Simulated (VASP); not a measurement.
A run of VASP 6.6.1:

Contents of INCAR:

```
PREC = Accurate ; ENCUT = 520
EDIFF = 1E-8 ; ISMEAR = 0
SIGMA = 0.2 ; LREAL = F
LASPH = T ; NELM = 200
ALGO = Normal ; ISIF = 2
LWAVE = F ; LCHARG = F
ISPIN = 2 ; MAGMOM = 0 0.26 0.26 0.26
LORBIT = 11 ; LMAXMIX = 4
GGA = PS ; LEFG = T
NBANDS = 32 ; GGA_COMPAT = F
```

Contents of KPOINTS:

```
regular mesh
0
Gamma
  12 12 12
```

The input POSCAR:

```
TiCo3
1.0
    3.5287348653      0.0000000000      0.0000000000
    0.0000000000      3.5287348653      0.0000000000
    0.0000000000      0.0000000000      3.5287348653
Ti Co
1 3
Direct
    0.0000000000      0.0000000000      0.0000000000
    0.0000000000      0.5000000000      0.5000000000
    0.5000000000      0.0000000000      0.5000000000
    0.5000000000      0.5000000000      0.0000000000
```

Potentials or basis: VASP PAW PBE potentials, release 64 (Ti_sv, Co).

Command:

```bash
$ cat potpaw_PBE.64/Ti_sv/POTCAR potpaw_PBE.64/Co/POTCAR > POTCAR
$ mpirun -np 1 vasp_std > vasp.out
```

Hardware: 1 thread of Intel(R) Xeon(R) Platinum 8375C CPU @ 2.90GHz (Ice Lake), with other jobs on the host.

Problem. How long does it take, and how much memory?

Solution. Wall time 10 min on 1 thread of Intel(R) Xeon(R) Platinum 8375C CPU @ 2.90GHz (Ice Lake) (shared host), peak memory 0.3 GiB. Counts: scf iterations 28, k points 84.
